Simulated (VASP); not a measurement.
Set up this calculation in VASP 6.6.1, as the native input.

```
Task                   : relaxation of cell and atoms
Functional             : PBE
Potentials or basis    : VASP PAW PBE potentials, release 64 (Be, S)
Cutoff                 : 600 eV
k mesh                 : 12 × 12 × 7
Occupations            : fermi-dirac, width 0.08 eV
Spin                   : no spin polarisation
Target pressure        : -2.9 GPa
Dipole correction      : no
Further INCAR settings : ALGO = Normal; EDIFF = 1e-06; IBRION = 2; EDIFFG = -0.005; NSW = 60; ISIF = 3
```

The structure of BeS (NiAs type) lies in POSCAR:

```
BeS
1.0
    3.3626857245      0.0000000000      0.0000000000
   -1.6813428623      2.9121712624      0.0000000000
    0.0000000000      0.0000000000      5.2121628730
Be S
2 2
Direct
    0.0000000000      0.0000000000      0.0000000000
    0.0000000000      0.0000000000      0.5000000000
    0.3333333333      0.6666666667      0.2500000000
    0.6666666667      0.3333333333      0.7500000000
```

One way to write it, as run:

INCAR

```
PREC     = Accurate       # precision mode
ENCUT    = 600            # plane-wave cutoff, eV
EDIFF    = 1E-6           # SCF threshold, eV
ISMEAR   = -1             # smearing method
SIGMA    = 0.08           # smearing width, eV
LREAL    = F              # projectors in reciprocal space
LASPH    = T              # aspherical terms in the spheres
NELM     = 60             # most SCF steps
ALGO     = Normal         # electronic algorithm
ISIF     = 3              # what is computed and relaxed
LWAVE    = F              # write WAVECAR
LCHARG   = F              # write CHGCAR
GGA      = PE             # functional
IBRION   = 2              # ionic algorithm
NSW      = 60             # ionic steps
EDIFFG   = -0.005         # ionic threshold
PSTRESS  = -29.0
```

KPOINTS

```
Automatic mesh
0
Gamma
  12 12 7
```

Potentials or basis: VASP PAW PBE potentials, release 64 (Be, S).

Launch:

```console
$ cat potpaw_PBE.64/Be/POTCAR potpaw_PBE.64/S/POTCAR > POTCAR
$ mpirun -np 1 vasp_std > vasp.out
```

It gave:

The relaxed volume is 12.73 Å³/atom. The relaxed cell is a = 3.331 Å, b = 3.331 Å, c = 5.297 Å, α = 90.00°, β = 90.00°, γ = 120.00°. The space group after relaxing (to 0.1 Å) is P6_3/mmc (No. 194) and the energy change on relaxing (the run minimises the enthalpy) is -3.8 meV/atom. The ionic steps are 4. The pressure after relaxing is -2.9 GPa. The band gap on the k mesh is 1.47 eV (least direct gap 3.38 eV).

Caveat: the cell is relaxed towards a set pressure, so the run minimises the enthalpy, not the energy; an odd mesh through Γ misses points on the zone boundary, where band edges can lie.

Run time: 75 s on 1 thread of AMD EPYC 9R45 96-Core Processor (Zen 5), with other jobs on the host, peak memory 0.17 GiB.
